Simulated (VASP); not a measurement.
A run of VASP 6.6.1 is set up as follows.

The input POSCAR:

```
Nb2H3
1.0
    3.0664521029      0.0000000000      0.0000000000
   -1.5332260514      2.6556254206      0.0000000000
    0.0000000000      0.0000000000      5.3740917578
Nb H
2 3
Direct
    0.3333333333      0.6666666667      0.2339933897
    0.6666666667      0.3333333333      0.7660066103
    0.0000000000      0.0000000000      0.0000000000
    0.3333333333      0.6666666667      0.6071193069
    0.6666666667      0.3333333333      0.3928806931
```

Contents of INCAR.step1:

```
ALGO = Normal ; EDIFF = 1E-4
ENCUT = 600 ; GGA = PE
ISMEAR = 0 ; LASPH = True
LCHARG = False ; LREAL = False
LWAVE = True ; NELM = 80
PREC = Accurate ; SIGMA = 0.1
```

The input INCAR.step2:

```
ALGO = Normal ; EDIFF = 1E-6
EDIFFG = -0.01 ; ENCUT = 600
IBRION = 2 ; ISIF = 3
ISMEAR = 0 ; ISTART = 1
LASPH = True ; LCHARG = False
LMIXTAU = True ; LREAL = False
LWAVE = False ; METAGGA = R2SCAN
NELM = 80 ; NSW = 100
PREC = Accurate ; SIGMA = 0.1
```

KPOINTS

```
k-points
0
Gamma
  12 12 8
```

Potentials or basis: VASP PAW PBE potentials, release 64 (Nb_sv, H).

The run is started by

```sh
$ cat potpaw_PBE.64/Nb_sv/POTCAR potpaw_PBE.64/H/POTCAR > POTCAR
$ cp INCAR.step1 INCAR
$ mpirun -np 1 vasp_std > vasp.out
$ cp INCAR.step2 INCAR
$ mpirun -np 1 vasp_std > vasp.out
```

Task: Predict the relaxed volume.

Result: 8.74 Å³/atom.

Task: Predict the space group after relaxing (to 0.05 Å).

Result: P-3m1 (No. 164).

Forces on the atoms (eV/Å):
```
Nb   0.000  0.000  0.001
Nb   0.000  0.000 -0.001
H    0.000  0.000  0.000
H    0.000  0.000 -0.003
H    0.000  0.000  0.003
```

Caveat: the PAW data sets were made with another functional, which shifts forces and pressure a little.
